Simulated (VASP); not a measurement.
Here is a VASP 6.6.1 calculation.

File INCAR:

```
SYSTEM = SiW3
PREC = Accurate
ENCUT = 520
EDIFF = 1E-6
ISMEAR = 0
SIGMA = 0.15
LREAL = .False.
LASPH = .True.
NELM = 80
ALGO = Fast
ISIF = 2
LWAVE = .False.
LCHARG = .False.
GGA = PS
NBANDS = 31
```

Contents of KPOINTS:

```
regular mesh
0
Gamma
  14 14 14
  0 0 0
```

POSCAR

```
SiW3
1.0
   -2.7060550509      2.7060550509      2.5771952866
    2.7060550509     -2.7060550509      2.5771952866
    2.7060550509      2.7060550509     -2.5771952866
Si W
1 3
Direct
    0.0000000000      0.0000000000      0.0000000000
    0.5000000000      0.5000000000      0.0000000000
    0.5000000000      0.0000000000      0.5000000000
    0.0000000000      0.5000000000      0.5000000000
```

Potentials or basis: VASP PAW PBE potentials, release 64 (Si, W_sv).

Run with:

```console
$ cat potpaw_PBE.64/Si/POTCAR potpaw_PBE.64/W_sv/POTCAR > POTCAR
$ mpirun -np 1 vasp_std > vasp.out
```

Q: Predict the pressure.

A: -15.2 GPa.

Q: Estimate the band gap on the k mesh.

A: Zero (bands 23 and 24 overlap by 1.55 eV).

Stress tensor (GPa, compression positive):
```
-18.93   0.00   0.00
  0.00 -18.93   0.00
  0.00   0.00  -7.63
```

Caveat: the cell differs from its parent crystal (strain +0.050 along x and y, +0.000 along z); the stress differs along the axes, from -19 to -8 GPa; the PAW data sets were made with another functional, which shifts forces and pressure a little; spin-orbit coupling is left out, which moves the levels of the heavy elements.
